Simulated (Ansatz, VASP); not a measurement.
**Two plane-wave programs on BaTiO3**

```xyz
5
Lattice="3.9854 0.0000 0.0000 0.0000 3.9854 0.0000 0.0000 0.0000 4.2005" Properties=species:S:1:pos:R:3 pbc="T T T"
Ba    1.9927    1.9927    2.4836
Ti    0.0000    0.0000    0.4554
O     0.0000    1.9927    0.2531
O     1.9927    0.0000    0.2531
O     0.0000    0.0000    2.2675
```

Alike in both runs: task single point; functional PBE; k mesh 8 × 8 × 6; occupations gaussian, width 0.02 eV; no spin polarisation.

|  | VASP | Ansatz |
| --- | --- | --- |
| version | VASP 6.6.1 | Ansatz 0.2.0 |
| potentials or method | VASP PAW PBE potentials, release 64 (Ba_sv, Ti_sv, O), cutoff 520 eV | scalar-relativistic, plane waves, PAW |
| valence electrons in the cell | 40 | 40 |

Ansatz gave:

```
gap on the k mesh at the Fermi level (eV)                     : 1.84
least direct gap on the mesh (eV)                             : 2.39
pressure (GPa)                                                : 0.0
traceless stress, the component that is largest in VASP (GPa) : 0.02
rms of the force components (eV/Å)                            : 0.001
```

Q: Which values does VASP return?

A: gap on the k mesh at the Fermi level (eV): 1.79; least direct gap on the mesh (eV): 2.35; pressure (GPa): 1.6; traceless stress, the component that is largest in VASP (GPa): 0.05; rms of the force components (eV/Å): 0.034.

Atom by atom the forces differ by 0.034 eV/Å (rms over components).

Spin-orbit coupling is off throughout.
